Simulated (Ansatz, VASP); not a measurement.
AlSi2B: VASP beside Ansatz

INCAR

```
SYSTEM = AlSi2B
ALGO = Normal
EDIFF = 1E-6
ENCUT = 520
GGA = PE
ISIF = 2
ISMEAR = 0
LASPH = .True.
LCHARG = .True.
LELF = .True.
LREAL = .False.
LVHAR = .True.
LWAVE = .False.
NBANDS = 15
NELM = 80
PREC = Accurate
SIGMA = 0.1
```

KPOINTS

```
k-points
0
Gamma
  6 6 4
  0 0 0
```

File POSCAR:

```
AlSi2B
1.0
    3.1574923400      0.0000000000      0.0000000000
   -1.5787461700      2.7344685800      0.0000000000
    0.0000000000      0.0000000000      7.4031388800
Al Si B
1 2 1
Direct
    0.0000000000      0.0000000000      0.0000000000
    0.3333333300      0.6666666700      0.2654210200
    0.3333333300      0.6666666700      0.7345789800
    0.6666666700      0.3333333300      0.5000000000
```

Input for Ansatz:

```yaml
crystal:
  lattice:
    - [3.15749234, 0.0, 0.0]
    - [-1.57874617, 2.73446858, 0.0]
    - [0.0, 0.0, 7.40313888]
  atoms:
    - { symbol: Al, position: [0.0, 0.0, 0.0] }
    - { symbol: Si, position: [0.33333333, 0.66666667, 0.26542102] }
    - { symbol: Si, position: [0.33333333, 0.66666667, 0.73457898] }
    - { symbol: B, position: [0.66666667, 0.33333333, 0.5] }
basis:
  ecutwfc: 420
kpoints:
  mp_grid: { grid: [6, 6, 4] }
hamiltonian:
  xc: pbe
scf:
  occupations: { method: gaussian, width: 0.1 }
  lower_state_search: "off"
output:
  forces: true
  stress: true
  eigenvalues: true
```

Alike in both runs: task single point; functional PBE; k mesh 6 × 6 × 4; occupations gaussian, width 0.1 eV; no spin polarisation.

|  | VASP | Ansatz |
| --- | --- | --- |
| version | VASP 6.6.1 | Ansatz 0.2.0 |
| potentials or method | VASP PAW PBE potentials, release 64 (Al, Si, B), cutoff 520 eV | scalar-relativistic, plane waves, PAW |
| valence electrons in the cell | 14 | 14 |

Ansatz gave:

- gap on the k mesh at the Fermi level (eV): none
- pressure (GPa): -12.7
- traceless stress, the component that is largest in VASP (GPa): -4.89
- rms of the force components (eV/Å): 0.659

Question: What did VASP give for the same quantities?

Answer: gap on the k mesh at the Fermi level (eV): none; pressure (GPa): -12.7; traceless stress, the component that is largest in VASP (GPa): -4.92; rms of the force components (eV/Å): 0.658.

Atom by atom the forces differ by 0.001 eV/Å (rms over components). A gap of «none» marks a metal or a gap that the smearing closes. The functional is the same, so the differences come from potentials, cutoffs and numerics.

The k mesh is coarse, so the values compare programs but aren't converged.
